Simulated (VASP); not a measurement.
# Hg (Im-3m) in VASP: a series of runs, part 2 of 2

VASP 6.6.1. Earlier steps stand in the parts before.

## (5) Single point, PBEsol (volume scaled by 1.12)

Input file INCAR:

```
PREC = Accurate
ENCUT = 520
EDIFF = 1E-7
ISMEAR = -1
SIGMA = 0.1
LREAL = False
LASPH = True
NELM = 80
ALGO = Normal
ISIF = 2
LWAVE = False
LCHARG = False
GGA = PS
NBANDS = 12
```

Input file KPOINTS:

```
Automatic mesh
0
Gamma
  14 14 14
```

Input file POSCAR:

```
Hg
1.0
   -1.8827683309      1.8827683309      1.8827683309
    1.8827683309     -1.8827683309      1.8827683309
    1.8827683309      1.8827683309     -1.8827683309
Hg
1
Direct
    0.0000000000      0.0000000000      0.0000000000
```

Potentials or basis: VASP PAW PBE potentials, release 64 (Hg).

Started as:

```
> cat potpaw_PBE.64/Hg/POTCAR > POTCAR
> mpirun -np 1 vasp_std > vasp.out
```

OUTCAR:

```text
PREC = Accurate
   ENCUT = 520
   EDIFF = 1E-7
   ISMEAR = -1
   LREAL = False
   LASPH = True
   NELM = 80
   ISIF = 2
   GGA = PS

 ion  position               nearest neighbor table
   1  0.000  0.000  0.000-

  LATTYP: Found a body centered cubic cell.
 ALAT       =     3.7655366618

  Lattice vectors:

 A1 = (  -1.8827683309,   1.8827683309,   1.8827683309)
 A2 = (   1.8827683309,  -1.8827683309,   1.8827683309)
 A3 = (   1.8827683309,   1.8827683309,  -1.8827683309)

Analysis of symmetry for initial positions (statically):
=====================================================================
 Subroutine PRICEL returns:
 Original cell was already a primitive cell.

 Routine SETGRP: Setting up the symmetry group for a
 body centered cubic supercell.

 Subroutine GETGRP returns: Found 48 space group operations
 (whereof 48 operations were pure point group operations)
 out of a pool of 48 trial point group operations.

The static configuration has the point symmetry O_h .

[... 154 lines left out ...]

  energy without entropy =       -0.52966620  energy(sigma->0) =       -0.53365415

 E-fermi :   1.4848     XC(G=0): -10.3844

 val. band max:        1.4543071292   @ k =   0.5000   0.5000   0.1429
 cond. band min:       1.5172680551   @ k =   0.4286   0.0714   0.0000
 fundamental gap:      0.0629609258
 Fermi energy:         1.4848111264

 k-point     1 :       0.0000    0.0000    0.0000
  band No.  band energies     occupation
      1      -6.4964      2.00000
      2      -5.0524      2.00000
      3      -5.0524      2.00000
      4      -5.0524      2.00000
      5      -4.3410      2.00000
      6      -4.3410      2.00000
      7      16.3092      0.00000
      8      16.3092      0.00000
      9      16.3092      0.00000
     10      16.3444      0.00000
     11      16.3444      0.00000
     12      16.3444      0.00000
[... 331 lines left out ...]
 k-point    24 :       0.3571    0.2857    0.0000
  band No.  band energies     occupation
      1      -5.4374      2.00000
      2      -4.9705      2.00000
      3      -4.7446      2.00000
      4      -4.3233      2.00000
      5      -4.2209      2.00000
      6       0.6060      1.99970
      7       2.9717      0.00000
      8       4.5424      0.00000
      9      10.8572      0.00000
     10      17.6693      0.00000
     11      18.6185      0.00000
     12      19.6412      0.00000

 [... further k-points ...]
[... 5 lines left out ...]
  --------------------------------------------------------------------------------------
  -------------------------------------------------------------------------------------
  Total       -0.3890544     -0.3890544     -0.3890544     -0.0000000     -0.0000000      0.0000000
  in kB      -23.3491047    -23.3491047    -23.3491047     -0.0000000     -0.0000000      0.0000000
  external PRESSURE =     -23.3491047 kB  Pullay stress =       0.0000000 kB

 VOLUME and BASIS-vectors are now :
 -----------------------------------------------------------------------------
  energy-cutoff  :      520.00
  volume of cell :       26.70
      direct lattice vectors                 reciprocal lattice vectors
    -1.882768331  1.882768331  1.882768331     0.000000000  0.265566396  0.265566396
     1.882768331 -1.882768331  1.882768331     0.265566396  0.000000000  0.265566396
     1.882768331  1.882768331 -1.882768331     0.265566396  0.265566396  0.000000000

 POSITION                                       TOTAL-FORCE (eV/Angst)
 -----------------------------------------------------------------------------------
      0.00000      0.00000      0.00000        -0.000000     -0.000000     -0.000000
 -----------------------------------------------------------------------------------
    total drift:                               -0.000000      0.000000      0.000000

  FREE ENERGIE OF THE ION-ELECTRON SYSTEM (eV)
  ---------------------------------------------------
  free  energy   TOTEN  =        -0.5376420977 eV

  energy  without entropy=       -0.5296661959  energy(sigma->0) =       -0.53365415
```

stdout:

```text
POSCAR found type information on POSCAR Hg
 POSCAR found :  1 types and       1 ions
 scaLAPACK will be used
 -----------------------------------------------------------------------------
|                                                                             |
|                                                                             |
|     You enforced a specific xc type in the INCAR file but a different       |
|     I HOPE YOU KNOW WHAT YOU ARE DOING!                                     |
|                                                                             |
 -----------------------------------------------------------------------------

 LDA part: xc-table for (Slater+PW92), standard interpolation
 POSCAR, INCAR and KPOINTS ok, starting setup
 FFT: planning ... GRIDC
 FFT: planning ... GRID_SOFT
 FFT: planning ... GRID
 WAVECAR not read
 entering main loop
```

It took 6.9 s on 1 thread of Intel Xeon 6975P-C (Granite Rapids), shared host; peak memory 0.16 GiB.

Results:

| Item | Value |
| --- | --- |
| Free energy | -0.5376 eV |
| Pressure | -2.3 GPa |
| Band gap on the k mesh | zero (band 6 reaches 3.99 eV, above the bottom of band 7 at 0.69 eV) |

Caveat: the PAW data sets were made with another functional, which shifts forces and pressure a little; spin-orbit coupling is left out, which moves the levels of the heavy elements.

## (6) Single point, PBEsol

Input file INCAR:

```
SYSTEM = Hg
PREC = Accurate ; ENCUT = 520
EDIFF = 1E-6 ; ISMEAR = -1
SIGMA = 0.1 ; LREAL = .False.
LASPH = .True. ; NELM = 80
ALGO = Normal ; ISIF = 2
LWAVE = .False. ; LCHARG = .False.
GGA = PS ; NBANDS = 12
```

Input file KPOINTS:

```
regular mesh
0
Gamma
  20 20 20
  0 0 0
```

Input file POSCAR:

```
Hg
1.0
   -1.8129710829      1.8129710829      1.8129710829
    1.8129710829     -1.8129710829      1.8129710829
    1.8129710829      1.8129710829     -1.8129710829
Hg
1
Direct
    0.0000000000      0.0000000000      0.0000000000
```

Potentials or basis: VASP PAW PBE potentials, release 64 (Hg).

Started as:

```
> cat potpaw_PBE.64/Hg/POTCAR > POTCAR
> mpirun -np 1 vasp_std > vasp.out
```

OUTCAR:

```text
SYSTEM = Hg
   PREC = Accurate
   ENCUT = 520
   EDIFF = 1E-6
   ISMEAR = -1
   LREAL = .False.
   LASPH = .True.
   NELM = 80
   ISIF = 2
   GGA = PS

 ion  position               nearest neighbor table
   1  0.000  0.000  0.000-

  LATTYP: Found a body centered cubic cell.
 ALAT       =     3.6259421658

  Lattice vectors:

 A1 = (  -1.8129710829,   1.8129710829,   1.8129710829)
 A2 = (   1.8129710829,  -1.8129710829,   1.8129710829)
[... 538 lines left out ...]
     12      20.1868      0.00000

 [... further k-points ...]

------------------------ aborting loop because EDIFF is reached ----------------------------------------

  FORCE on cell =-STRESS in cart. coord.  units (eV):
  Direction    XX          YY          ZZ          XY          YZ          ZX
  --------------------------------------------------------------------------------------
  -------------------------------------------------------------------------------------
  Total        0.0600509      0.0600509      0.0600509      0.0000000     -0.0000000      0.0000000
  in kB        4.0364319      4.0364319      4.0364319      0.0000000     -0.0000000      0.0000000
  external PRESSURE =       4.0364319 kB  Pullay stress =       0.0000000 kB

 VOLUME and BASIS-vectors are now :
 -----------------------------------------------------------------------------
  energy-cutoff  :      520.00
  volume of cell :       23.84
      direct lattice vectors                 reciprocal lattice vectors
    -1.812971083  1.812971083  1.812971083     0.000000000  0.275790389  0.275790389
     1.812971083 -1.812971083  1.812971083     0.275790389  0.000000000  0.275790389
     1.812971083  1.812971083 -1.812971083     0.275790389  0.275790389  0.000000000

 POSITION                                       TOTAL-FORCE (eV/Angst)
 -----------------------------------------------------------------------------------
      0.00000      0.00000      0.00000         0.000000      0.000000      0.000000
 -----------------------------------------------------------------------------------
    total drift:                               -0.000000      0.000000      0.000000

  FREE ENERGIE OF THE ION-ELECTRON SYSTEM (eV)
  ---------------------------------------------------
  free  energy   TOTEN  =        -0.5584812165 eV

  energy  without entropy=       -0.5507427664  energy(sigma->0) =       -0.55461199
```

OSZICAR:

```text
N       E                     dE             d eps       ncg     rms          rms(c)
DAV:   1     0.745198240550E+02    0.74520E+02   -0.65483E+03  6400   0.959E+02
DAV:   2     0.645791129286E+00   -0.73874E+02   -0.69717E+02  6744   0.230E+02
DAV:   3    -0.606317887620E+00   -0.12521E+01   -0.12513E+01  7120   0.332E+01
DAV:   4    -0.607434666289E+00   -0.11168E-02   -0.11168E-02  6832   0.104E+00
DAV:   5    -0.607436098509E+00   -0.14322E-05   -0.14322E-05  7048   0.361E-02    0.352E+00
DAV:   6    -0.562819181216E+00    0.44617E-01   -0.10916E-01  7112   0.373E+00    0.267E+00
DAV:   7    -0.558843857636E+00    0.39753E-02   -0.12355E-02  7072   0.108E+00    0.127E+00
DAV:   8    -0.558467559206E+00    0.37630E-03   -0.10169E-03  6508   0.431E-01    0.491E-02
DAV:   9    -0.558476269594E+00   -0.87104E-05   -0.26807E-06  7076   0.168E-02    0.118E-02
DAV:  10    -0.558481217617E+00   -0.49480E-05   -0.34877E-06  6488   0.211E-02    0.104E-03
DAV:  11    -0.558481216462E+00    0.11541E-08   -0.36898E-08  3288   0.168E-03
   1 F= -.55848122E+00 E0= -.55461199E+00  d E =-.773845E-02
```

stdout:

```text
POSCAR found type information on POSCAR Hg
 POSCAR found :  1 types and       1 ions
 scaLAPACK will be used
 -----------------------------------------------------------------------------
|                                                                             |
|                                                                             |
|     You enforced a specific xc type in the INCAR file but a different       |
|     I HOPE YOU KNOW WHAT YOU ARE DOING!                                     |
|                                                                             |
 -----------------------------------------------------------------------------

 LDA part: xc-table for (Slater+PW92), standard interpolation
 POSCAR, INCAR and KPOINTS ok, starting setup
 FFT: planning ... GRIDC
 FFT: planning ... GRID_SOFT
 FFT: planning ... GRID
 WAVECAR not read
 entering main loop
```

It took 14 s on 1 thread of Intel Xeon 6975P-C (Granite Rapids), shared host; peak memory 0.2 GiB.

Results:

| Quantity | Value |
| --- | --- |
| Free energy | -0.5585 eV |
| Pressure | 0.4 GPa |
| Band gap on the k mesh | zero (band 6 reaches 5.65 eV, above the bottom of band 7 at 1.22 eV) |

Levels at points of the mesh, in eV from the Fermi level:
```csv
k point,band 3,band 4,band 5,band 6,band 7,band 8,band 9,band 10
"(0.00, 0.00, 0.00)",-6.94,-6.94,-6.05,-6.05,15.20,15.20,15.20,16.26
"(0.50, 0.00, 0.00)",-6.12,-6.00,-5.40,-1.29,-1.15,9.53,10.19,14.73
"(0.50, 0.50, 0.50)",-5.56,-5.56,-5.56,3.28,3.91,3.91,3.91,10.19
```

Caveat: the PAW data sets were made with another functional, which shifts forces and pressure a little; spin-orbit coupling is left out, which moves the levels of the heavy elements.

## (7) Overview

| cell | k mesh | gap on the mesh (eV) | pressure (GPa) |
| --- | --- | --- | --- |
| a = 3.140 Å, angles 109.5°, 1 atom | 14 × 14 × 14 | none | 0.5 |
| a = 3.181 Å, angles 109.5°, 1 atom | 14 × 14 × 14 | none | -0.8 |
| a = 3.222 Å, angles 109.5°, 1 atom | 14 × 14 × 14 | none | -1.7 |
| a = 3.261 Å, angles 109.5°, 1 atom | 14 × 14 × 14 | none | -2.3 |
| a = 3.140 Å, angles 109.5°, 1 atom | 20 × 20 × 20 | none | 0.4 |

Alike in all rows: task single point; level PBEsol; potentials or basis VASP PAW PBE potentials, release 64 (Hg); no spin polarisation; cutoff (eV) 520; smearing fermi-dirac 0.1 eV.

Caveats: the PAW data sets were made with another functional, which shifts forces and pressure a little; spin-orbit coupling is left out, which moves the levels of the heavy elements.

Total energies depend on the potentials used, so only differences within one code and one set of settings carry meaning.
